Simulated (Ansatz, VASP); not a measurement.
**One calculation of GaSb, two programs**

```
CELL_PARAMETERS angstrom
0.00000 3.06860 3.06860
3.06860 0.00000 3.06860
3.06860 3.06860 0.00000
ATOMIC_POSITIONS crystal
Ga 0.00000 0.00000 0.00000
Sb 0.25000 0.25000 0.25000
```

Alike in both runs: task relaxation of cell and atoms; functional LDA; k mesh 16 × 16 × 16; occupations gaussian, width 0.1 eV; no spin polarisation.

|  | VASP | Ansatz |
| --- | --- | --- |
| version | VASP 6.6.1 | Ansatz 0.2.0 |
| potentials or method | VASP PAW LDA potentials, release 64 (Ga_d, Sb), cutoff 600 eV | scalar-relativistic, plane waves, PAW |
| valence electrons in the cell | 18 | 28 |

|  | VASP | Ansatz | Ansatz less VASP |
| --- | --- | --- | --- |
| gap on the k mesh at the Fermi level, each at its own relaxed structure (eV) | none | none | - |
| relaxed volume (Å³/atom) | 27.76 | 27.67 | -0.093 |
| relaxed length of the cell vector where the two differ most in proportion (Å) | 4.282 | 4.277 | -0.0048 |

Ansatz warns that its potentials were made for another functional, while VASP's fit it. LDA's correlation is that of Perdew and Zunger in VASP and of Perdew and Wang (1992) in Ansatz. A gap of «none» marks a metal or a gap that the smearing closes. VASP's potentials hold 18 valence electrons a cell and Ansatz's 28, so a difference there can come from the potentials and not from the codes.

Neither program's run includes spin-orbit coupling.
